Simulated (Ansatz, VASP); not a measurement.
# Two plane-wave programs on Zn

Contents of INCAR:

```
PREC     = Accurate       # precision mode
ENCUT    = 520            # plane-wave cutoff, eV
EDIFF    = 1E-8           # SCF threshold, eV
ISMEAR   = -1             # smearing method
SIGMA    = 0.03           # smearing width, eV
LREAL    = F              # projectors in reciprocal space
LASPH    = T              # aspherical terms in the spheres
NELM     = 60             # most SCF steps
ALGO     = Normal         # electronic algorithm
ISIF     = 2              # what is computed and relaxed
LWAVE    = F              # write WAVECAR
LCHARG   = F              # write CHGCAR
GGA      = PE             # functional
LEFG     = T            
NBANDS   = 19             # bands
```

File KPOINTS:

```
Automatic mesh
0
Gamma
  18 18 8
```

Contents of POSCAR:

```
Zn
1.0
    2.7170622642      0.0000000000      0.0000000000
   -1.3585311321      2.3530449444      0.0000000000
    0.0000000000      0.0000000000      5.0437187487
Zn
2
Direct
    0.3333333333      0.6666666667      0.2500000000
    0.6666666667      0.3333333333      0.7500000000
```

Input for Ansatz:

```yaml
crystal:
  lattice:
    - [2.7170622642, 0.0, 0.0]
    - [-1.3585311321, 2.3530449444, 0.0]
    - [0.0, 0.0, 5.0437187487]
  atoms:
    - { symbol: Zn, position: [0.3333333333, 0.6666666667, 0.25] }
    - { symbol: Zn, position: [0.6666666667, 0.3333333333, 0.75] }
kpoints:
  mp_grid: { grid: [18, 18, 8] }
scf:
  occupations: { method: fermi_dirac, width: 0.03 }
hamiltonian:
  xc: pbe
  pseudopotentials: { kind: paw }
output:
  forces: true
  stress: true
  eigenvalues: true
  efg: { contact_densities: true }
```

Change from the starting cell: volume scaled by 1.06, PAW files.

Alike in both runs: task electric field gradients; functional PBE; k mesh 18 × 18 × 8; occupations fermi-dirac, width 0.03 eV; no spin polarisation.

|  | VASP | Ansatz |
| --- | --- | --- |
| version | VASP 6.6.1 | Ansatz 0.2.0 |
| potentials or method | VASP PAW PBE potentials, release 64 (Zn) | PAW with Ansatz's default frozen-core files, scalar-relativistic |
| plane-wave cutoff (eV) | 520 | 420 |
| valence electrons in the cell | 24 | 24 |

|  | VASP | Ansatz | Ansatz less VASP |
| --- | --- | --- | --- |
| pressure (GPa) | -3.6 | -3.9 | -0.26 |
| traceless stress, the component that is largest in VASP (GPa) | 1.32 | 1.45 | +0.130 |
| size of Vzz on the site where it differs most (V/Å²) | 31.7 | 31.6 | -0.06 |
